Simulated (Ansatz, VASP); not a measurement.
TiAl: VASP beside Ansatz

Contents of POSCAR:

```
TiAl
1.0
    2.8210079793      0.0000000000      0.0000000000
   -1.4105039896      2.4430645743      0.0000000000
    0.0000000000      0.0000000000      4.8327476944
Ti Al
1 1
Direct
    0.0000000000      0.0000000000      0.0000000000
    0.3333333333      0.6666666667      0.5000000000
```

INCAR.step1

```
SYSTEM = TiAl
PREC     = Accurate       ! precision mode
ENCUT    = 520            ! plane-wave cutoff, eV
ISMEAR   = 0              ! smearing method
SIGMA    = 0.15           ! smearing width, eV
LREAL    = .FALSE.        ! projectors in reciprocal space
LASPH    = .TRUE.         ! aspherical terms in the spheres
NELM     = 100            ! most SCF steps
NBANDS   = 14             ! bands
GGA      = PE             ! functional
ALGO     = Normal         ! electronic algorithm
EDIFF    = 1E-4           ! SCF threshold, eV
LWAVE    = .TRUE.         ! write WAVECAR
LCHARG   = .FALSE.        ! write CHGCAR
```

The input INCAR.step2:

```
SYSTEM = TiAl
PREC     = Accurate       ! precision mode
ENCUT    = 520            ! plane-wave cutoff, eV
EDIFF    = 1E-6           ! SCF threshold, eV
ISMEAR   = 0              ! smearing method
SIGMA    = 0.15           ! smearing width, eV
LREAL    = .FALSE.        ! projectors in reciprocal space
LASPH    = .TRUE.         ! aspherical terms in the spheres
NELM     = 100            ! most SCF steps
ALGO     = Normal         ! electronic algorithm
ISIF     = 2              ! what is computed and relaxed
LWAVE    = .FALSE.        ! write WAVECAR
LCHARG   = .FALSE.        ! write CHGCAR
METAGGA  = R2SCAN         ! meta-GGA
LMIXTAU  = .TRUE.       
NBANDS   = 14             ! bands
ISTART   = 1
```

Contents of KPOINTS:

```
regular mesh
0
G
  24 24 12
  0 0 0
```

Input for Ansatz:

```yaml
crystal:
  lattice:
    - [2.8210079793, 0.0, 0.0]
    - [-1.4105039896, 2.4430645743, 0.0]
    - [0.0, 0.0, 4.8327476944]
  atoms:
    - { symbol: Ti, position: [0.0, 0.0, 0.0] }
    - { symbol: Al, position: [0.3333333333, 0.6666666667, 0.5] }
basis:
  ecutwfc: 500
kpoints:
  mp_grid: { grid: [24, 24, 12] }
hamiltonian:
  xc: r2scan
scf:
  occupations: { method: gaussian, width: 0.15 }
output:
  forces: true
  stress: true
  eigenvalues: true
```

Alike in both runs: task single point; functional r2SCAN; k mesh 24 × 24 × 12; occupations gaussian, width 0.15 eV; no spin polarisation.

|  | VASP | Ansatz |
| --- | --- | --- |
| version | VASP 6.6.1 | Ansatz 0.2.0 |
| potentials or method | VASP PAW PBE potentials, release 64 (Ti_sv, Al), cutoff 520 eV | scalar-relativistic, plane waves, PAW |
| valence electrons in the cell | 15 | 15 |

VASP gave:

```
gap on the k mesh at the Fermi level (eV)                     : none
pressure (GPa)                                                : -1.3
traceless stress, the component that is largest in VASP (GPa) : -6.53
```

Q: Estimate Ansatz's values.

A: gap on the k mesh at the Fermi level (eV): none; pressure (GPa): -1.4; traceless stress, the component that is largest in VASP (GPa): -6.55.

VASP's potentials were made for PBE, not for r2SCAN. A gap of «none» marks a metal or a gap that the smearing closes. The functional is the same, so the differences come from potentials, cutoffs and numerics.
